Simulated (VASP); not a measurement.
Crystal: Yb.

```xyz
1
Lattice="-2.1224 2.1224 2.1224 2.1224 -2.1224 2.1224 2.1224 2.1224 -2.1224" Properties=species:S:1:pos:R:3 pbc="T T T"
Yb    0.0000    0.0000    0.0000
```

This isn't the form of Yb at room conditions, which is fcc.

Base run:

* Program: VASP 6.6.1
* Functional: LDA
* Potentials or basis: VASP PAW PBE potentials, release 64 (Yb)
* Cutoff: 520 eV
* k mesh: 9 × 9 × 9
* Occupations: fermi-dirac, width 0.05 eV
* Spin: collinear spin, ferromagnetic start
* Starting moments: [1.0] μB

Its results: band gap on the k mesh zero (filled and empty bands overlap); pressure -4.2 GPa; net moment 0.00 μB per cell.

Question: The run is repeated on the same cell with these changes: functional from LDA to r2SCAN. What comes out?

Answer: Band gap on the k mesh zero (filled and empty bands overlap); pressure -1.4 GPa; net moment 0.00 μB per cell.

Caveats: the PAW data sets were made with another functional, which shifts forces and pressure a little; spin-orbit coupling is left out, which moves the levels of the heavy elements; the cell stands under tension (at least some runs).
